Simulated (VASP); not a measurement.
Al: single point with PBE

Al:

```xyz
1
Lattice="0.0000 1.8758 1.8758 1.8758 0.0000 1.8758 1.8758 1.8758 0.0000" Properties=species:S:1:pos:R:3 pbc="T T T"
Al    0.0000    0.0000    0.0000
```

This cell differs from its parent crystal: volume scaled by 0.8.

| Property | Result |
| --- | --- |
| Program | VASP 6.6.1 |
| Task | single point |
| Functional | PBE |
| Potentials or basis | VASP PAW PBE potentials, release 64 (Al) |
| Cutoff | 520 eV |
| k mesh | 18 × 18 × 18 |
| Occupations | fermi-dirac, width 0.05 eV |
| Spin | no spin polarisation |

- Pressure: 28.4 GPa

Levels at points of the mesh, in eV from the Fermi level:
```csv
k point,band 1,band 2,band 3,band 4,band 5
"(0.00, 0.00, 0.00)",-12.76,13.94,13.94,13.94,17.29
"(0.50, 0.00, 0.00)",-5.51,-4.70,12.56,12.56,14.04
"(0.50, 0.50, 0.00)",-3.45,-1.73,5.30,6.77,6.77
```

Run time: 16 s on 1 thread of AMD EPYC 7R43 64-Core Processor (Zen 3), with other jobs on the host, peak memory 0.09 GiB.
